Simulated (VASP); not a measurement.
Write the native input for VASP 6.6.1 that does the following.

```
Task                   : single point
Functional             : PBE
Potentials or basis    : VASP PAW PBE potentials, release 64 (Ta_pv)
Cutoff                 : 520 eV
k mesh                 : 18 × 18 × 18
Occupations            : gaussian, width 0.05 eV
Spin                   : no spin polarisation
Dipole correction      : no
Further INCAR settings : ALGO = Fast; EDIFF = 1e-06; NBANDS = 12
```

The structure of Ta lies in POSCAR:

```
Ta
1.0
   -1.6594702511      1.6594702511      1.6594702511
    1.6594702511     -1.6594702511      1.6594702511
    1.6594702511      1.6594702511     -1.6594702511
Ta
1
Direct
    0.0000000000      0.0000000000      0.0000000000
```

The input as run:

INCAR

```
PREC = Accurate
ENCUT = 520
EDIFF = 1E-6
ISMEAR = 0
SIGMA = 0.05
LREAL = F
LASPH = T
NELM = 100
ALGO = Fast
ISIF = 2
LWAVE = F
LCHARG = F
GGA = PE
NBANDS = 12
```

KPOINTS

```
Automatic mesh
0
Gamma
  18 18 18
```

Potentials or basis: VASP PAW PBE potentials, release 64 (Ta_pv).

The run is started by

```console
$ cat potpaw_PBE.64/Ta_pv/POTCAR > POTCAR
$ mpirun -np 1 vasp_std > vasp.out
```

It gave:

```json
{
 "Pressure": "0.1 GPa"
}
```

It took 34 s on 1 thread of AMD EPYC 7R13 Processor (Zen 3), on a shared host, peak memory 0.14 GiB.
